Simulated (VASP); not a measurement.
Wanted: the native input for a VASP 6.6.1 run.

```yaml
Task: single point
Functional: PBE
Potentials_or_basis: VASP PAW PBE potentials, release 64 (Pb_d)
Cutoff: 500 eV
k_mesh: 9 × 9 × 9
Occupations: methfessel-paxton, width 0.025 eV
Spin: no spin polarisation
Dipole_correction: no
Further_INCAR_settings: ALGO = Normal; EDIFF = 1e-06; NBANDS = 13
```

The structure of Pb lies in POSCAR:

```
Pb
1.0
   -1.8377531500      1.8377531500      1.8377531500
    1.8377531500     -1.8377531500      1.8377531500
    1.8377531500      1.8377531500     -1.8377531500
Pb
1
Direct
    0.0000000000      0.0000000000      0.0000000000
```

This isn't the form of Pb at room conditions, which is fcc.

One way to write it, as run:

INCAR

```
ALGO = Normal
EDIFF = 1E-6
ENCUT = 500
GGA = PE
GGA_COMPAT = False
ISIF = 2
ISMEAR = 1
LASPH = True
LCHARG = False
LREAL = False
LWAVE = False
NBANDS = 13
NELM = 120
PREC = Accurate
SIGMA = 0.025
```

KPOINTS

```
k-points
0
Gamma
  9 9 9
```

Potentials or basis: VASP PAW PBE potentials, release 64 (Pb_d).

The run is started by

```console
$ cat potpaw_PBE.64/Pb_d/POTCAR > POTCAR
$ mpirun -np 1 vasp_std > vasp.out
```

It gave:

```json
{
  "Pressure": "17.5 GPa",
  "Band gap on the k mesh": "zero (bands 7 and 8 overlap by 12.26 eV)"
}
```

Caveat: the cell stands under pressure; spin-orbit coupling is left out, which moves the levels of the heavy elements.

It took 4.2 s on 1 thread of Intel(R) Xeon(R) Platinum 8488C (Sapphire Rapids), with other jobs on the host, peak memory 0.14 GiB.
